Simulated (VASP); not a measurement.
Set up this calculation in VASP 6.6.1, as the native input.

| Item | Value |
| --- | --- |
| Task | single point |
| Functional | PBE |
| Potentials or basis | VASP PAW PBE potentials, release 64 (Zr_sv) |
| Cutoff | 520 eV |
| k mesh | 13 × 13 × 7 |
| Occupations | fermi-dirac, width 0.08 eV |
| Spin | no spin polarisation |
| Dipole correction | no |
| Further INCAR settings | ALGO = Normal; EDIFF = 1e-07; NBANDS = 19 |

The structure of Zr lies in POSCAR:

```
Zr
1.0
    3.3289581692      0.0000000000      0.0000000000
   -1.6644790845      2.8829623426      0.0000000000
    0.0000000000      0.0000000000      5.1470000000
Zr
2
Direct
    0.3333333333      0.6666666667      0.2500000000
    0.6666666667      0.3333333333      0.7500000000
```

This cell differs from its parent crystal: equal xx and yy strain of +3 %.

These files were run (other wordings do the same):

INCAR

```
SYSTEM = Zr
ALGO = Normal
EDIFF = 1E-7
ENCUT = 520
GGA = PE
ISIF = 2
ISMEAR = -1
LASPH = .True.
LCHARG = .True.
LELF = .True.
LREAL = .False.
LVHAR = .True.
LWAVE = .False.
NBANDS = 19
NELM = 80
PREC = Accurate
SIGMA = 0.08
```

KPOINTS

```
k-points
0
Gamma
  13 13 7
  0 0 0
```

Potentials or basis: VASP PAW PBE potentials, release 64 (Zr_sv).

Command:

```sh
$ cat potpaw_PBE.64/Zr_sv/POTCAR > POTCAR
$ mpirun -np 1 vasp_std > vasp.out
```

It gave:

```yaml
Pressure: -4.5 GPa
Band_gap_on_the_k_mesh: zero (bands 12 and 13 overlap by 1.13 eV)
```

Caveat: the cell differs from its parent crystal (equal xx and yy strain of +3 %); the cell stands under tension.

Run time: 36 s on 1 thread of Intel(R) Xeon(R) 6975P-C (Granite Rapids) (shared host), peak memory 0.21 GiB.
